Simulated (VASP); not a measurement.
Wanted: the native input for a VASP 6.6.1 run.

```
Task                   : single point
Functional             : PBEsol
Potentials or basis    : VASP PAW PBE potentials, release 64 (Cs_sv, Pb_d, Br)
Cutoff                 : 520 eV
k mesh                 : 6 × 6 × 6
Occupations            : gaussian, width 0.05 eV
Spin                   : no spin polarisation
Dipole correction      : no
Further INCAR settings : ALGO = Normal; EDIFF = 1e-06; NBANDS = 30
```

The structure of CsPbBr3 lies in POSCAR:

```
CsPbBr3
1.0
    5.8700000000      0.0000000000      0.0000000000
    0.0000000000      5.7819500000      0.0000000000
    0.0000000000      0.0000000000      5.8700000000
Cs Pb Br
1 1 3
Direct
    0.0000000000      0.0000000000      0.0000000000
    0.5000000000      0.5000000000      0.5000000000
    0.0000000000      0.5000000000      0.5000000000
    0.5000000000      0.0000000000      0.5000000000
    0.5000000000      0.5000000000      0.0000000000
```

This cell differs from its parent crystal: strain -0.0150 x Voigt [0, 1, 0, 0, 0, 0].

One way to write it, as run:

INCAR

```
SYSTEM = CsPbBr3
ALGO = Normal ; EDIFF = 1E-6
ENCUT = 520 ; GGA = PS
ISIF = 2 ; ISMEAR = 0
LASPH = .TRUE. ; LCHARG = .FALSE.
LREAL = .FALSE. ; LWAVE = .FALSE.
NBANDS = 30 ; NELM = 100
PREC = Accurate ; SIGMA = 0.05
```

KPOINTS

```
k-points
0
G
  6 6 6
  0 0 0
```

Potentials or basis: VASP PAW PBE potentials, release 64 (Cs_sv, Pb_d, Br).

Command:

```sh
$ cat potpaw_PBE.64/Cs_sv/POTCAR potpaw_PBE.64/Pb_d/POTCAR potpaw_PBE.64/Br/POTCAR > POTCAR
$ mpirun -np 1 vasp_std > vasp.out
```

It gave:

| Property | Result |
| --- | --- |
| Pressure | 0.4 GPa |
| Band gap on the k mesh | 1.32 eV |

Caveat: the cell differs from its parent crystal (strain -0.0150 x Voigt [0, 1, 0, 0, 0, 0]); the PAW data sets were made with another functional, which shifts forces and pressure a little; spin-orbit coupling is left out, which moves the levels of the heavy elements.

Run time: 6.2 min on 1 thread of AMD EPYC 7R13, with other jobs on the host, peak memory 0.44 GiB.
